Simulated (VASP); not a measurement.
Set up this calculation in VASP 6.6.1, as the native input.

| Quantity | Value |
| --- | --- |
| Task | single point |
| Functional | PBE |
| Dispersion | D3(BJ) |
| Potentials or basis | VASP PAW PBE potentials, release 64 (Tl_d, Na_pv) |
| Cutoff | 520 eV |
| k mesh | 3 × 2 × 3 |
| Occupations | fermi-dirac, width 0.15 eV |
| Spin | no spin polarisation |
| Dipole correction | no |
| Further INCAR settings | ALGO = Normal; EDIFF = 1e-06; NBANDS = 94 |

The structure of NaTl12 (a cell with a defect) lies in POSCAR:

```
NaTl12
1.0
    6.9200000000      0.0000000000      0.0000000000
   -5.1900000000      8.9893440000      0.0000000000
    0.0000000000      0.0000000000      5.5325400000
Tl Na
12 1
Direct
    0.0112696424     -0.0134027127      0.0074481052
    0.1656718213      0.2054167912      0.4545830324
   -0.0046195015      0.3118759807     -0.1067416385
    0.2183463808      0.5859178865      0.4993475663
    0.0010746893      0.6427454532     -0.0072243527
    0.0710935955      0.8355635743      0.4900968663
    0.4906747764     -0.0393908734      0.1257407451
    0.7831286000      0.2935903841      0.3672428399
    0.4833264567      0.3359064819     -0.0109188364
    0.6383568562      0.5310126708      0.5070113541
    0.5130464244      0.6555869546      0.0201244271
    0.6739520490      0.8986358487      0.5803894508
    0.4595352096      0.0924671600      0.6887004404
```

These files were run (other wordings do the same):

INCAR

```
SYSTEM = NaTl12
  ALGO = Normal
  EDIFF = 1E-6
  ENCUT = 520
  GGA = PE
  ISIF = 2
  ISMEAR = -1
  IVDW = 12
  LASPH = .TRUE.
  LCHARG = .FALSE.
  LREAL = .FALSE.
  LWAVE = .FALSE.
  NBANDS = 94
  NELM = 100
  PREC = Accurate
  SIGMA = 0.15
```

KPOINTS

```
k-points
0
G
  3 2 3
  0 0 0
```

Potentials or basis: VASP PAW PBE potentials, release 64 (Tl_d, Na_pv).

Run with:

```console
$ cat potpaw_PBE.64/Tl_d/POTCAR potpaw_PBE.64/Na_pv/POTCAR > POTCAR
$ mpirun -np 1 vasp_std > vasp.out
```

It gave:

| Item | Value |
| --- | --- |
| Pressure | 4.8 GPa |
| Largest force | 0.027 eV/Å |
| Dispersion energy per atom | -0.355 eV |

Caveat: the k points lie up to 0.38 Å⁻¹ apart.

Run time: 14 min on 1 thread of AMD EPYC 7R13, with other jobs on the host, peak memory 0.51 GiB.
